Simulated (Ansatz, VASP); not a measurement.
C: VASP beside Ansatz

```
CELL_PARAMETERS angstrom
0.00000 1.78584 1.78584
1.78584 0.00000 1.78584
1.78584 1.78584 0.00000
ATOMIC_POSITIONS crystal
C 0.00000 0.00000 0.00000
C 0.25000 0.25000 0.25000
```

Alike in both runs: functional PBE; k mesh 12 × 12 × 12; occupations gaussian, width 0.02 eV; no spin polarisation.

Ansatz relaxed the structure, and its values are those at the end. VASP's run is a single point on that final structure, the one shown.

```csv
,VASP,Ansatz
version,VASP 6.6.1,Ansatz 0.2.0
potentials or method,"VASP PAW PBE potentials, release 64 (C), cutoff 600 eV","scalar-relativistic, plane waves, PAW"
valence electrons in the cell,8,8
```

|  | VASP | Ansatz | Ansatz less VASP |
| --- | --- | --- | --- |
| gap on the k mesh at the Fermi level (eV) | 4.14 | 4.15 | +0.008 |
| least direct gap on the mesh (eV) | 5.58 | 5.58 | +0.004 |
| pressure (GPa) | 0.0 | 0.0 | +0.04 |

The functional is the same, so the differences come from potentials, cutoffs and numerics.
